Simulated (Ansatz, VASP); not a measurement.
One calculation of GaSb, two programs

```xyz
2
Lattice="0.0000 3.0814 3.0814 3.0814 0.0000 3.0814 3.0814 3.0814 0.0000" Properties=species:S:1:pos:R:3 pbc="T T T"
Ga    0.0000    0.0000    0.0000
Sb    4.6220    4.6220    4.6220
```

Alike in both runs: task single point; functional PBE; k mesh 10 × 10 × 10; occupations gaussian, width 0.05 eV; no spin polarisation.

|  | VASP | Ansatz |
| --- | --- | --- |
| version | VASP 6.6.1 | Ansatz 0.2.0 |
| potentials or method | VASP PAW PBE potentials, release 64 (Ga_d, Sb), cutoff 520 eV | scalar-relativistic, plane waves, PAW |
| valence electrons in the cell | 18 | 28 |

```csv
,VASP,Ansatz,Ansatz less VASP
gap on the k mesh at the Fermi level (eV),none,none,-
pressure (GPa),1.2,1.2,-0.07
```

A gap of «none» marks a metal or a gap that the smearing closes. With one functional, cell and mesh, what is left measures potentials, basis and numerics. VASP's potentials hold 18 valence electrons a cell and Ansatz's 28, so a difference there can come from the potentials and not from the codes.

Spin-orbit coupling is off throughout.
